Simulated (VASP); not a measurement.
# Ta3TiGe8 (C222) in VASP: single point with PBE

Aim: the single point of Ta3TiGe8 with PBE.

All numbers are computed with VASP 6.6.1; they aren't measurements. Logs are shortened: lines on timing, memory, paths and dates and some standing lists are left out, and cuts for length are marked.

### 1 The cell of the first run

It takes space group C222 (No. 21, orthorhombic). Conventional cell: a = 5.058 Å, b = 8.771 Å, c = 8.881 Å, α = 90.00°, β = 90.00°, γ = 90.00°. Ti (site symmetry 222) has 10 Ge at 2.64 to 2.99 Å and 4 Ta at 3.37 Å within 3.5 Å. Within 3.5 Å of Ta (site symmetry 2) lie 10 Ge at 2.67 to 2.96 Å and 2 Ta at 3.36 Å and 2 Ti at 3.37 Å. Within 3.5 Å of Ta (site symmetry 222) lie 10 Ge at 2.69 to 2.98 Å and 4 Ta at 3.36 Å. Ge (site symmetry 1) has 9 Ge at 2.62 to 3.40 Å and 1 Ti at 2.64 Å and 4 Ta at 2.69 to 2.96 Å within 3.5 Å. Ge (site symmetry 2) has 9 Ge at 2.64 to 3.40 Å and 5 Ta at 2.67 to 2.98 Å within 3.5 Å. Within 3.5 Å of Ge (site symmetry 2) lie 9 Ge at 2.62 to 3.37 Å and 2 Ta at 2.68 Å and 3 Ti at 2.89 to 2.99 Å.

### 2 Single point, PBE

INCAR

```
SYSTEM = Ta3TiGe8
ALGO = Normal
EDIFF = 1E-6
ENCUT = 520
GGA = PE
ISIF = 2
ISMEAR = 0
LASPH = .TRUE.
LCHARG = .FALSE.
LREAL = .FALSE.
LWAVE = .FALSE.
NBANDS = 90
NELM = 80
PREC = Accurate
SIGMA = 0.2
```

KPOINTS

```
k-points
0
G
  6 6 4
  0 0 0
```

POSCAR

```
Ta3TiGe8
1.0
   -5.0584998000      0.0000000000      0.0000000000
    2.5292499000     -4.3853718000      0.0000000000
    0.0000000000      0.0000000000      8.8814086000
Ti Ta Ge
1 3 8
Direct
    0.5000000000      0.0000000000      0.0000000000
    0.5000000000      0.5000000000      0.7494080000
    0.0000000000      0.5000000000      0.2505920000
    0.0000000000      0.0000000000      0.5000000000
    0.3407150000      0.1746230000      0.2478780000
    0.8339080000      0.1746230000      0.7521220000
    0.6592850000      0.8253770000      0.2478780000
    0.1660920000      0.8253770000      0.7521220000
    0.6608000000      0.3216000000      0.5000000000
    0.1590190000      0.3180380000      0.0000000000
    0.3392000000      0.6784000000      0.5000000000
    0.8409810000      0.6819620000      0.0000000000
```

Potentials or basis: VASP PAW PBE potentials, release 64 (Ti_sv, Ta_pv, Ge_d).

Run with:

```sh
cat potpaw_PBE.64/Ti_sv/POTCAR potpaw_PBE.64/Ta_pv/POTCAR potpaw_PBE.64/Ge_d/POTCAR > POTCAR
mpirun -np 1 vasp_std > vasp.out
```

OUTCAR:

```text
SYSTEM = Ta3TiGe8
   EDIFF = 1E-6
   ENCUT = 520
   GGA = PE
   ISIF = 2
   ISMEAR = 0
   LASPH = .TRUE.
   LREAL = .FALSE.
   NELM = 80
   PREC = Accurate

 ion  position               nearest neighbor table
   1  0.500  0.000  0.000-   5 2.64   7 2.64   6 2.64   8 2.64  10 2.89  10 2.89  12 2.89  12 2.89

   2  0.500  0.500  0.749-   9 2.67  11 2.67  10 2.68  12 2.68   6 2.89   8 2.89   8 2.92   6 2.92
                             8 2.96   6 2.96   4 3.36   4 3.36
   3  0.000  0.500  0.251-   9 2.67  11 2.67  10 2.68  12 2.68   7 2.89   5 2.89   7 2.92   5 2.92
                             7 2.96   5 2.96   4 3.36   4 3.36
   4  0.000  0.000  0.500-   6 2.69   8 2.69   7 2.69   5 2.69   9 2.90  11 2.90   9 2.90  11 2.90
                             9 2.98  11 2.98   3 3.36   2 3.36   3 3.36   2 3.36
   5  0.341  0.175  0.248-  10 2.62   9 2.64   1 2.64   4 2.69   7 2.85   3 2.89   3 2.92   3 2.96

   6  0.834  0.175  0.752-  10 2.62   9 2.64   1 2.64   4 2.69   8 2.85   2 2.89   2 2.92   2 2.96

   7  0.659  0.825  0.248-  12 2.62  11 2.64   1 2.64   4 2.69   5 2.85   3 2.89   3 2.92   3 2.96

   8  0.166  0.825  0.752-  12 2.62  11 2.64   1 2.64   4 2.69   6 2.85   2 2.89   2 2.92   2 2.96

   9  0.661  0.322  0.500-   5 2.64   6 2.64   3 2.67   2 2.67  11 2.82   4 2.90   4 2.90   4 2.98

  10  0.159  0.318  0.000-   6 2.62   5 2.62   2 2.68   3 2.68  12 2.79   1 2.89   1 2.89
  11  0.339  0.678  0.500-   7 2.64   8 2.64   3 2.67   2 2.67   9 2.82   4 2.90   4 2.90   4 2.98

  12  0.841  0.682  0.000-   8 2.62   7 2.62   2 2.68   3 2.68  10 2.79   1 2.89   1 2.89

  LATTYP: Found a base centered orthorhombic cell.
 ALAT       =     5.0584998000
 B/A-ratio  =     1.7338625970
 C/A-ratio  =     1.7557396365

  Lattice vectors:

 A1 = (  -2.5292499000,   4.3853718000,   0.0000000000)
 A2 = (  -2.5292499000,  -4.3853718000,   0.0000000000)
 A3 = (   0.0000000000,   0.0000000000,   8.8814086000)

Analysis of symmetry for initial positions (statically):
=====================================================================
 Subroutine PRICEL returns:
 Original cell was already a primitive cell.

 Routine SETGRP: Setting up the symmetry group for a
 base centered orthorhombic supercell.

 Subroutine GETGRP returns: Found  4 space group operations
 (whereof  4 operations were pure point group operations)
 out of a pool of  8 trial point group operations.

The static configuration has the point symmetry D_2 .

Analysis of symmetry for dynamics (positions and initial velocities):
=====================================================================
 Subroutine PRICEL returns:
 Original cell was already a primitive cell.

 Routine SETGRP: Setting up the symmetry group for a
 base centered orthorhombic supercell.

 Subroutine GETGRP returns: Found  4 space group operations
 (whereof  4 operations were pure point group operations)
 out of a pool of  8 trial point group operations.

The dynamic configuration has the point symmetry D_2 .

 Subroutine INISYM returns: Found  4 space group operations
 (whereof  4 operations are pure point group operations),
 and found     1 'primitive' translations

----------------------------------------------------------------------------------------

                                     Primitive cell

  volume of cell :     197.0199

  direct lattice vectors                    reciprocal lattice vectors
    -5.058499800  0.000000000  0.000000000    -0.197687069 -0.114015418  0.000000000
     2.529249900 -4.385371800  0.000000000     0.000000000 -0.228030837  0.000000000
     0.000000000  0.000000000  8.881408600     0.000000000  0.000000000  0.112594752

  length of vectors
     5.058499800  5.062468852  8.881408600     0.228209756  0.228030837  0.112594752

  position of ions in fractional coordinates (direct lattice)
     0.500000000  0.000000000  0.000000000
     0.500000000  0.500000000  0.749408000
     1.000000000  0.500000000  0.250592000
     0.000000000  0.000000000  0.500000000
     0.340715000  0.174623000  0.247878000
     0.833908000  0.174623000  0.752122000
     0.659285000  0.825377000  0.247878000
     0.166092000  0.825377000  0.752122000
     0.660800000  0.321600000  0.500000000
     0.159019000  0.318038000  0.000000000
     0.339200000  0.678400000  0.500000000
     0.840981000  0.681962000  0.000000000

  ion indices of the primitive-cell ions
   primitive index   ion index
                 1           1
                 2           2
                 3           3
                 4           4
                 5           5
                 6           6
                 7           7
                 8           8
                 9           9
                10          10
                11          11
                12          12

----------------------------------------------------------------------------------------

 KPOINTS: k-points

Automatic generation of k-mesh.
 Grid dimensions read from file:
 generate k-points for:    6    6    4

 Generating k-lattice:

  Cartesian coordinates                     Fractional coordinates (reciprocal lattice)
    -0.032947845 -0.019002570  0.000000000     0.166666667 -0.000000000  0.000000000
     0.000000000 -0.038005139  0.000000000     0.000000000  0.166666667  0.000000000
     0.000000000  0.000000000  0.028148688     0.000000000  0.000000000  0.250000000

  Length of vectors
     0.038034959  0.038005139  0.028148688

  Shift w.r.t. Gamma in fractional coordinates (k-lattice)
     0.000000000  0.000000000  0.000000000

 Subroutine IBZKPT returns following result:
 ===========================================

 Found     39 irreducible k-points:

 Following reciprocal coordinates:
            Coordinates               Weight
  0.000000  0.000000  0.000000      1.000000
  0.166667 -0.000000  0.000000      4.000000
  0.333333 -0.000000  0.000000      4.000000
  0.500000  0.000000  0.000000      2.000000
  0.000000  0.166667  0.000000      2.000000
  0.166667  0.166667  0.000000      4.000000
[... 16 lines left out ...]
  0.000000  0.333333  0.250000      4.000000
  0.166667  0.333333  0.250000      8.000000
 [... further k-points ...]
   k-points           NKPTS =     39   k-points in BZ     NKDIM =     39   number of bands    NBANDS=     90
   number of dos      NEDOS =    301   number of ions     NIONS =     12
   total plane-waves  NPLWV = 112000
   dimension x,y,z NGX =    40 NGY =   40 NGZ =   70
   dimension x,y,z NGXF=    80 NGYF=   80 NGZF=  140
   ions per type =               1   3   8
   NGX,Y,Z   is equivalent  to a cutoff of  13.15, 13.14, 13.10 a.u.
   NGXF,Y,Z  is equivalent  to a cutoff of  26.29, 26.27, 26.21 a.u.
 SYSTEM =  Ta3TiGe8
   PREC   = accura    normal or accurate (medium, high low for compatibility)
   ISTART =      0    job   : 0-new  1-cont  2-samecut
   ICHARG =      2    charge: 1-file 2-atom 10-const
   ISPIN  =      1    spin polarized calculation?
   LNONCOLLINEAR =      F non collinear calculations
   LSORBIT =      F    spin-orbit coupling
   LASPH  =      T    aspherical Exc in radial PAW
   ENCUT  =  520.0 eV  38.22 Ry    6.18 a.u.   9.41  9.41 16.51*2*pi/ulx,y,z
   NELM   =     80;   NELMIN=  2; NELMDL= -5     # of ELM steps
   EDIFF  = 0.1E-05   stopping-criterion for ELM
   LREAL  =      F    real-space projection
   EDIFFG = 0.1E-04   stopping-criterion for IOM
   NSW    =      0    number of steps for IOM
   IBRION =     -1    ionic relax: 0-MD 1-quasi-New 2-CG
   NFREE  =      0    steps in history (QN), initial steepest desc. (CG)
   ISIF   =      2    stress and relaxation
   ISYM   =      2    0-nonsym 1-usesym 2-fastsym
   POTIM  = 0.5000    time-step for ionic-motion
   TEBEG  =    0.0;   TEEND  =   0.0 temperature during run
   PSTRESS=    0.0 pullay stress
   NELECT =     157.0000    total number of electrons
   NUPDOWN=      -1.0000    fix difference up-down
   EMIN   =  10.00;   EMAX   =-10.00  energy-range for DOS
   EFERMI =   0.00;   METHOD = LEGACY
   ISMEAR =     0;   SIGMA  =   0.20  broadening in eV -4-tet -1-fermi 0-gaus
   EFERMI_NEDOS =   21; number of points for ismear=-14 and -15
   IALGO  =     38    algorithm
   IMIX   =      4    mixing-type and parameters
     AMIX     =   0.40;   BMIX     =  1.00
     AMIX_MAG =   1.60;   BMIX_MAG =  1.00
  volume/ion in A,a.u.               =      16.42       110.80
  Fermi-wavevector in a.u.,A,eV,Ry     =   1.517766  2.868161 31.342551  2.303612
  Thomas-Fermi vector in A             =   2.626977
   LORBIT       =      0    0 simple, 1 ext, 2 COOP (PROOUT), +10 PAW based schemes
   GGA     = PE    functional components
   LHFCALC =     F    Hartree Fock is set to
   AEXX    =    0.0000 exact exchange contribution
   IVDW    =     0    specifies the selected vdW correction
   LEPSILON=     F    determine dielectric tensor
   LRPA    =     F    only Hartree local field effects (RPA)
 non-spin polarized calculation
 Gauss-broadening in eV      SIGMA  =   0.20
  energy-cutoff  :      520.00
  volume of cell :      197.02
 maximum number of plane-waves:      5350
 NGX is ok and might be reduce to    40
   NGX = 19   NGY = 19   NGZ = 33

 number of electron     156.9999998 magnetization

 Free energy of the ion-electron system (eV)
  ---------------------------------------------------
  ext. energy  EPLUGINS =         0.00000000
  ---------------------------------------------------
  free energy    TOTEN  =       -82.32328413 eV

  energy without entropy =      -82.22550762  energy(sigma->0) =      -82.27439587

 E-fermi :   8.1902     XC(G=0): -12.2763

 val. band max:        8.1680695815   @ k =   0.3333   0.1667   0.5000
 cond. band min:       8.2012630964   @ k =   0.3333   0.1667   0.2500
 fundamental gap:      0.0331935149
 Fermi energy:         8.1902193386

 k-point     1 :       0.0000    0.0000    0.0000
  band No.  band energies     occupation
      1     -48.8741      2.00000
      2     -26.7385      2.00000
      3     -26.7313      2.00000
      4     -26.6872      2.00000
      5     -26.6568      2.00000
      6     -26.6320      2.00000
[... 2221 lines left out ...]
     89      10.8325      0.00000
     90      11.0766      0.00000

 [... further k-points ...]
[... 5 lines left out ...]
  --------------------------------------------------------------------------------------
  -------------------------------------------------------------------------------------
  Total        0.1908499      0.1390600      0.1061773      0.0000000      0.0000000      0.0000000
  in kB        1.5520025      1.1308443      0.8634403      0.0000000      0.0000000      0.0000000
  external PRESSURE =       1.1820957 kB  Pullay stress =       0.0000000 kB

 VOLUME and BASIS-vectors are now :
 -----------------------------------------------------------------------------
  energy-cutoff  :      520.00
  volume of cell :      197.02
      direct lattice vectors                 reciprocal lattice vectors
    -5.058499800  0.000000000  0.000000000    -0.197687069 -0.114015418  0.000000000
     2.529249900 -4.385371800  0.000000000     0.000000000 -0.228030837  0.000000000
     0.000000000  0.000000000  8.881408600     0.000000000  0.000000000  0.112594752

 POSITION                                       TOTAL-FORCE (eV/Angst)
 -----------------------------------------------------------------------------------
     -2.52925      0.00000      0.00000         0.000000     -0.000000     -0.000000
     -1.26462     -2.19269      6.65580         0.000000     -0.000000      0.000584
      1.26462     -2.19269      2.22561         0.000000     -0.000000     -0.000584
      0.00000      0.00000      4.44070         0.000000     -0.000000     -0.000000
     -1.28184     -0.76579      2.20151        -0.001585      0.008662      0.004316
     -3.77666     -0.76579      6.67990         0.001585      0.008662     -0.004316
     -1.24741     -3.61959      2.20151         0.001585     -0.008662      0.004316
      1.24741     -3.61959      6.67990        -0.001585     -0.008662     -0.004316
     -2.52925     -1.41034      4.44070        -0.000000     -0.004301     -0.000000
      0.00000     -1.39471      0.00000         0.000000     -0.009288     -0.000000
      0.00000     -2.97504      4.44070         0.000000      0.004301      0.000000
     -2.52925     -2.99066      0.00000         0.000000      0.009288      0.000000
 -----------------------------------------------------------------------------------
    total drift:                               -0.000000      0.000000     -0.000000

  FREE ENERGIE OF THE ION-ELECTRON SYSTEM (eV)
  ---------------------------------------------------
  free  energy   TOTEN  =       -82.3232841336 eV

  energy  without entropy=      -82.2255076152  energy(sigma->0) =      -82.27439587
```

It took 10 min on 1 thread of Intel Xeon 6975P-C (Granite Rapids), shared host; peak memory 0.68 GiB.

What came out:

```yaml
Free_energy: -82.3233 eV
Pressure: 0.1 GPa
Largest_force: 0.010 eV/Å
Band_gap_on_the_k_mesh: zero (an odd number of electrons rules out a gap without spin polarisation)
```

Forces on the atoms (eV/Å):
```
Ti   0.000  0.000  0.000
Ta   0.000  0.000  0.001
Ta   0.000  0.000 -0.001
Ta   0.000  0.000  0.000
Ge  -0.002  0.009  0.004
Ge   0.002  0.009 -0.004
Ge   0.002 -0.009  0.004
Ge  -0.002 -0.009 -0.004
Ge   0.000 -0.004  0.000
Ge   0.000 -0.009  0.000
Ge   0.000  0.004  0.000
Ge   0.000  0.009  0.000
```

Caveat: spin-orbit coupling is left out, which moves the levels of the heavy elements; an odd number of electrons without spin polarisation forces a metal; a magnetic or distorted state may lie lower.

The gap in the log of VASP goes by the Fermi energy; the results here count the filled bands.